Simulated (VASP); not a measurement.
A run of VASP 6.6.1 is set up as follows.

Contents of INCAR:

```
SYSTEM = ZnCu
  PREC = Accurate
  ENCUT = 520
  EDIFF = 1E-7
  ISMEAR = -1
  SIGMA = 0.05
  LREAL = .False.
  LASPH = .True.
  NELM = 80
  ALGO = Normal
  ISIF = 2
  LWAVE = .False.
  LCHARG = .True.
  GGA = PS
  LELF = .True.
  LVHAR = .True.
  NBANDS = 18
```

Contents of KPOINTS:

```
Automatic mesh
0
Gamma
  9 9 9
  0 0 0
```

The input POSCAR:

```
ZnCu
1.0
    2.8776724832      0.0000000000      0.0000000000
    0.0000000000      2.8776724832      0.0000000000
    0.0000000000      0.0000000000      2.8776724832
Zn Cu
1 1
Direct
    0.5000000000      0.5000000000      0.5000000000
    0.0000000000      0.0000000000      0.0000000000
```

Potentials or basis: VASP PAW PBE potentials, release 64 (Zn, Cu).

Run with:

```console
$ cat potpaw_PBE.64/Zn/POTCAR potpaw_PBE.64/Cu/POTCAR > POTCAR
$ mpirun -np 1 vasp_std > vasp.out
```

Predict the pressure.

5.7 GPa.

Caveat: the PAW data sets were made with another functional, which shifts forces and pressure a little.
